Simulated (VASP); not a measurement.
Cu:

```
Cu
1.0
     0.00000    1.80750    1.80750
     1.80750    0.00000    1.80750
     1.80750    1.80750    0.00000
Cu
1
Cartesian
  0.0000 0.0000 0.0000
```

| Item | Value |
| --- | --- |
| Program | VASP 6.6.1 |
| Task | relaxation of cell and atoms |
| Functional | PBE |
| Potentials or basis | VASP PAW PBE potentials, release 64 (Cu) |
| Cutoff | 600 eV |
| k mesh | 6 × 6 × 6 |
| Occupations | gaussian, width 0.01 eV |
| Spin | no spin polarisation |

At the start: pressure 3.5 GPa; volume 11.81 Å³/atom.

How do energy, volume and symmetry change on relaxing?

Over 3 steps the energy falls by 3.0 meV/atom and the volume is 12.10 Å³/atom (+2.4 %); space group Fm-3m (No. 225, to 0.05 Å).

The path:
| step | energy change (eV) | largest force (eV/Å) | pressure (GPa) | volume (Å³) |
| --- | --- | --- | --- | --- |
| 1 | 0.0000 | 0.0000 | 3.49 | 11.81 |
| 2 | -0.0022 | 0.0000 | -1.70 | 12.26 |
| 3 | -0.0030 | 0.0000 | 0.05 | 12.10 |

Final structure:
```yaml
crystal:
  lattice:
    - [0.00000, 1.82204, 1.82204]
    - [1.82204, 0.00000, 1.82204]
    - [1.82204, 1.82204, 0.00000]
  atoms:
    - { symbol: Cu, position: [0.00000, 0.00000, 0.00000] }
```

Caveat: the k points lie up to 0.50 Å⁻¹ apart in the final cell.
